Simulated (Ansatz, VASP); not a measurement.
**La2O3 in VASP and in Ansatz**

The input POSCAR:

```
La2O3
1.0
    3.8563995137      0.0000000000      0.0000000000
   -1.9281997569      3.3397399460      0.0000000000
    0.0000000000      0.0000000000      6.2807288570
La O
2 3
Direct
    0.6666666667      0.3333333333      0.7535738733
    0.3333333333      0.6666666667      0.2464261267
    0.6666666667      0.3333333333      0.3569518441
    0.3333333333      0.6666666667      0.6430481559
    0.0000000000      0.0000000000      0.0000000000
```

File INCAR.step1:

```
SYSTEM = La2O3
PREC = Accurate
ENCUT = 520
ISMEAR = 0
SIGMA = 0.01
LREAL = .FALSE.
LASPH = .TRUE.
NELM = 100
NBANDS = 28
GGA = PE
ALGO = Normal
EDIFF = 1E-4
LWAVE = .TRUE.
LCHARG = .FALSE.
```

INCAR.step2

```
SYSTEM = La2O3
PREC = Accurate
ENCUT = 520
EDIFF = 1E-6
ISMEAR = 0
SIGMA = 0.01
LREAL = .FALSE.
LASPH = .TRUE.
NELM = 100
ALGO = Normal
ISIF = 2
LWAVE = .FALSE.
LCHARG = .FALSE.
METAGGA = R2SCAN
LMIXTAU = .TRUE.
NBANDS = 28
ISTART = 1
```

KPOINTS

```
regular mesh
0
G
  12 12 4
  0 0 0
```

Input for Ansatz:

```yaml
crystal:
  lattice:
    - [3.8563995137, 0.0, 0.0]
    - [-1.9281997569, 3.339739946, 0.0]
    - [0.0, 0.0, 6.280728857]
  atoms:
    - { symbol: La, position: [0.6666666667, 0.3333333333, 0.7535738733] }
    - { symbol: La, position: [0.3333333333, 0.6666666667, 0.2464261267] }
    - { symbol: O, position: [0.6666666667, 0.3333333333, 0.3569518441] }
    - { symbol: O, position: [0.3333333333, 0.6666666667, 0.6430481559] }
    - { symbol: O, position: [0.0, 0.0, 0.0] }
kpoints:
  mp_grid: { grid: [12, 12, 4] }
  band_path:
    path:
      - [0.0, 0.0, 0.0]
      - [0.5, 0.0, 0.0]
      - [0.3333333333, 0.3333333333, 0.0]
      - [0.0, 0.0, 0.5]
      - [0.5, 0.0, 0.5]
      - [0.3333333333, 0.3333333333, 0.5]
      - [0.0, 0.5, 0.0]
    npoints: 1
hamiltonian:
  xc: r2scan
scf:
  occupations: { method: fixed }
  n_extra_bands: 5
output:
  forces: true
  stress: true
  eigenvalues: true
  write_density: true
  write_potential: true
  elf: true
  volumetric_format: npy
```

Change from the starting cell: epitaxial_xy strain -2.0%.

Alike in both runs: task single point; functional r2SCAN; k mesh 12 × 12 × 4; no spin polarisation.

```csv
,VASP,Ansatz
version,VASP 6.6.1,Ansatz 0.2.0
potentials or method,"VASP PAW PBE potentials, release 64 (La, O)","plane waves, PAW"
plane-wave cutoff (eV),520,500
occupations,"gaussian, width 0.01 eV",fixed
valence electrons in the cell,40,40
```

VASP gave:

| Item | Value |
| --- | --- |
| gap on the k mesh at the Fermi level (eV) | 4.29 |
| pressure (GPa) | 2.9 |
| traceless stress, the component that is largest in VASP (GPa) | -3.27 |
| rms of the force components (eV/Å) | 0.011 |

Which values does Ansatz return?

gap on the k mesh at the Fermi level (eV): 4.27; pressure (GPa): 3.4; traceless stress, the component that is largest in VASP (GPa): -3.36; rms of the force components (eV/Å): 0.000.

VASP's potentials were made for PBE, not for r2SCAN. Atom by atom the forces differ by 0.011 eV/Å (rms over components).

Neither program's run includes spin-orbit coupling.
